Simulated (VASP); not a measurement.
# Fe (Im-3m) in VASP: further runs, part 2 of 2

VASP 6.6.1. Earlier steps stand in the parts before.

### Step 4. Single point, PBEsol+U, collinear spin, ferromagnetic start

INCAR

```
ALGO = Normal ; EDIFF = 1E-6
ENCUT = 520 ; GGA = PS
ISIF = 2 ; ISMEAR = -1
ISPIN = 2 ; LASPH = T
LCHARG = T ; LDAU = T
LDAUJ = 0 ; LDAUL = 2
LDAUPRINT = 1 ; LDAUTYPE = 2
LDAUU = 5.3 ; LELF = T
LMAXMIX = 4 ; LORBIT = 11
LREAL = F ; LVHAR = T
LWAVE = F ; MAGMOM = 4.31
NBANDS = 14 ; NELM = 150
NUPDOWN = 4.31 ; PREC = Accurate
SIGMA = 0.1
```

KPOINTS

```
k-points
0
Gamma
  12 12 12
```

POSCAR

```
Fe
1.0
   -1.4455000000      1.4455000000      1.4455000000
    1.4455000000     -1.4455000000      1.4455000000
    1.4455000000      1.4455000000     -1.4455000000
Fe
1
Direct
    0.0000000000      0.0000000000      0.0000000000
```

Potentials or basis: VASP PAW PBE potentials, release 64 (Fe).

Command:

```console
$ cat potpaw_PBE.64/Fe/POTCAR > POTCAR
$ mpirun -np 1 vasp_std > vasp.out
```

OUTCAR:

```text
EDIFF = 1E-6
   ENCUT = 520
   GGA = PS
   ISIF = 2
   ISMEAR = -1
   ISPIN = 2
   LASPH = T
   LORBIT = 11
   LREAL = F
   NELM = 150
   NUPDOWN = 4.31
   PREC = Accurate

 ion  position               nearest neighbor table
   1  0.000  0.000  0.000-

  LATTYP: Found a body centered cubic cell.
 ALAT       =     2.8910000000

  Lattice vectors:

 A1 = (  -1.4455000000,   1.4455000000,   1.4455000000)
[... 1060 lines left out ...]
  --------------------------------------------------------------------------------------
  -------------------------------------------------------------------------------------
  Total        4.2164277      4.2164277      4.2164277      0.0000000      0.0000000     -0.0000000
  in kB      559.1662645    559.1662645    559.1662645      0.0000000      0.0000000     -0.0000000
  external PRESSURE =     559.1662645 kB  Pullay stress =       0.0000000 kB

 VOLUME and BASIS-vectors are now :
 -----------------------------------------------------------------------------
  energy-cutoff  :      520.00
  volume of cell :       12.08
      direct lattice vectors                 reciprocal lattice vectors
    -1.445500000  1.445500000  1.445500000     0.000000000  0.345901072  0.345901072
     1.445500000 -1.445500000  1.445500000     0.345901072  0.000000000  0.345901072
     1.445500000  1.445500000 -1.445500000     0.345901072  0.345901072  0.000000000

 POSITION                                       TOTAL-FORCE (eV/Angst)
 -----------------------------------------------------------------------------------
      0.00000      0.00000      0.00000        -0.000000     -0.000000      0.000000
 -----------------------------------------------------------------------------------
    total drift:                                0.000000     -0.000000      0.000000

  FREE ENERGIE OF THE ION-ELECTRON SYSTEM (eV)
  ---------------------------------------------------
  free  energy   TOTEN  =        -3.2666881730 eV

  energy  without entropy=       -3.2243850002  energy(sigma->0) =       -3.24553659

 total charge

# of ion       s       p       d       tot
------------------------------------------
    1        0.569   0.689   5.875   7.133

 magnetization (x)

# of ion       s       p       d       tot
------------------------------------------
    1        0.079   0.182   3.975   4.236
```

OSZICAR:

```text
N       E                     dE             d eps       ncg     rms          rms(c)
DAV:   1     0.288264563498E+02    0.28826E+02   -0.38700E+03  4412   0.715E+02
DAV:   2    -0.324304739698E+01   -0.32070E+02   -0.29887E+02  4350   0.135E+02
DAV:   3    -0.442335865164E+01   -0.11803E+01   -0.11769E+01  4830   0.262E+01
DAV:   4    -0.442739907124E+01   -0.40404E-02   -0.40402E-02  4620   0.142E+00
DAV:   5    -0.442741250840E+01   -0.13437E-04   -0.13437E-04  4892   0.829E-02    0.206E+01
DAV:   6    -0.328959226143E+01    0.11378E+01   -0.59533E+00  4716   0.386E+01    0.126E+01
DAV:   7    -0.325552732293E+01    0.34065E-01   -0.22782E-01  4190   0.366E+00    0.642E+00
DAV:   8    -0.322734112174E+01    0.28186E-01   -0.19967E-01  4140   0.462E+00    0.247E+00
DAV:   9    -0.326552284988E+01   -0.38182E-01   -0.59773E-02  4122   0.254E+00    0.376E-01
DAV:  10    -0.326578579336E+01   -0.26294E-03   -0.11150E-03  4950   0.239E-01    0.723E-02
DAV:  11    -0.326627265250E+01   -0.48686E-03   -0.25331E-03  4382   0.154E-01    0.124E-01
DAV:  12    -0.326652021669E+01   -0.24756E-03   -0.75668E-04  4904   0.716E-02    0.431E-02
DAV:  13    -0.326661230764E+01   -0.92091E-04   -0.30494E-04  4508   0.546E-02    0.499E-02
DAV:  14    -0.326668096933E+01   -0.68662E-04   -0.59242E-04  4444   0.644E-02    0.177E-02
DAV:  15    -0.326668843817E+01   -0.74688E-05   -0.10052E-04  5048   0.277E-02    0.507E-03
DAV:  16    -0.326668817302E+01    0.26516E-06   -0.14646E-06  2942   0.388E-03
   1 F= -.32666882E+01 E0= -.32455366E+01  d E =-.423032E-01  mag=     4.3100
```

stdout:

```text
POSCAR found type information on POSCAR Fe
 POSCAR found :  1 types and       1 ions
 scaLAPACK will be used
 -----------------------------------------------------------------------------
|                                                                             |
|                                                                             |
|     You enforced a specific xc type in the INCAR file but a different       |
|     I HOPE YOU KNOW WHAT YOU ARE DOING!                                     |
|                                                                             |
 -----------------------------------------------------------------------------

 LDA part: xc-table for (Slater+PW92), standard interpolation
 POSCAR, INCAR and KPOINTS ok, starting setup
 FFT: planning ... GRIDC
 FFT: planning ... GRID_SOFT
 FFT: planning ... GRID
 WAVECAR not read
 entering main loop
```

Run time: 53 s. Hardware: 1 thread of Intel Xeon 8259CL, shared host; peak memory 0.15 GiB.

What came out:

* Free energy: -3.2667 eV
* Pressure: 55.9 GPa
* Net moment: 4.31 μB per cell
* Site moments: Fe +4.24 μB
* Valence electrons inside the program's atomic spheres: Fe 7.13

Eigenvalues of the final occupation matrices:
```
    site  spin  trace               eigenvalues
site 1 d     1   4.94  0.99 0.99 0.99 0.99 0.99
site 1 d     2   0.96  0.14 0.14 0.14 0.26 0.26
```

Caveat: the PAW data sets were made with another functional, which shifts forces and pressure a little; the total moment is fixed, so each spin has its own Fermi level; the U is typed as a test and isn't derived for this compound. The state reached can hang on the start; a lower one may exist.

### Step 5. Single point, PBEsol+U, collinear spin, ferromagnetic start

INCAR

```
PREC = Accurate
ENCUT = 520
EDIFF = 1E-6
ISMEAR = -1
SIGMA = 0.1
LREAL = False
LASPH = True
NELM = 150
ALGO = Normal
ISIF = 2
LWAVE = False
LCHARG = False
ISPIN = 2
MAGMOM = 0.4
LORBIT = 11
LMAXMIX = 4
LDAU = True
LDAUTYPE = 2
LDAUL = 2
LDAUU = 5.3
LDAUJ = 0
LDAUPRINT = 1
GGA = PS
NBANDS = 14
```

KPOINTS

```
Automatic mesh
0
Gamma
  12 12 12
```

POSCAR is that of step 4.

Command:

```console
$ cat potpaw_PBE.64/Fe/POTCAR > POTCAR
$ mpirun -np 1 vasp_std > vasp.out
```

It took 62 s on 1 thread of Intel Xeon 8259CL, shared host; peak memory 0.14 GiB.

The run converged. Its results:

- Free energy: -4.9820 eV
- Pressure: 3.6 GPa
- Net moment: 2.92 μB per cell
- Site moments: Fe +3.05 μB
- Valence electrons inside the program's atomic spheres: Fe 7.20

Levels at points of the mesh, in eV from the Fermi level:
Spin up:
| k point | band 1 | band 2 | band 3 | band 4 | band 5 | band 6 | band 7 | band 8 | band 9 | band 10 |
| --- | --- | --- | --- | --- | --- | --- | --- | --- | --- | --- |
| (0.00, 0.00, 0.00) | -8.60 | -5.26 | -5.26 | -5.26 | -4.12 | -4.12 | 23.97 | 23.97 | 23.97 | 25.90 |
| (0.50, 0.00, 0.00) | -7.11 | -6.18 | -4.06 | -3.99 | -2.85 | 0.04 | 5.06 | 17.36 | 18.64 | 18.90 |
| (0.50, 0.50, 0.50) | -7.28 | -7.28 | -3.09 | -3.09 | -3.09 | 8.95 | 8.95 | 8.95 | 12.13 | 12.13 |
Spin down:
| k point | band 1 | band 2 | band 3 | band 4 | band 5 | band 6 |
| --- | --- | --- | --- | --- | --- | --- |
| (0.00, 0.00, 0.00) | -8.47 | 0.41 | 0.41 | 0.41 | 3.23 | 3.23 |
| (0.50, 0.00, 0.00) | -3.00 | -0.86 | 0.07 | 2.85 | 3.28 | 3.51 |
| (0.50, 0.50, 0.50) | -1.54 | -1.54 | 2.99 | 2.99 | 2.99 | 9.25 |

Eigenvalues of the final occupation matrices:
| site | spin | trace | eigenvalues |
| --- | --- | --- | --- |
| site 1 d | 1 | 4.72 | 0.94 0.94 0.94 0.95 0.95 |
| site 1 d | 2 | 1.51 | 0.18 0.18 0.38 0.38 0.38 |

Caveat: the PAW data sets were made with another functional, which shifts forces and pressure a little; the U is typed as a test and isn't derived for this compound.

### Step 6. Summary

```tsv
fixed moment (μB)	pressure (GPa)	moment (μB)
1.85	-18.1	1.85
3.08	7.8	3.08
4.31	55.9	4.31
-	3.6	2.92
```

Alike in all rows: task single point; level PBEsol+U; potentials or basis VASP PAW PBE potentials, release 64 (Fe); spin collinear, ferromagnetic start; Fe d U = 5.3 eV; cell as given; k mesh 12 × 12 × 12; cutoff (eV) 520; smearing fermi-dirac 0.1 eV.

Caveats: the PAW data sets were made with another functional, which shifts forces and pressure a little; the U is typed as a test and isn't derived for this compound; the total moment is fixed, so each spin has its own Fermi level (some runs).

Total energies depend on the potentials used, so only differences within one code and one set of settings carry meaning.
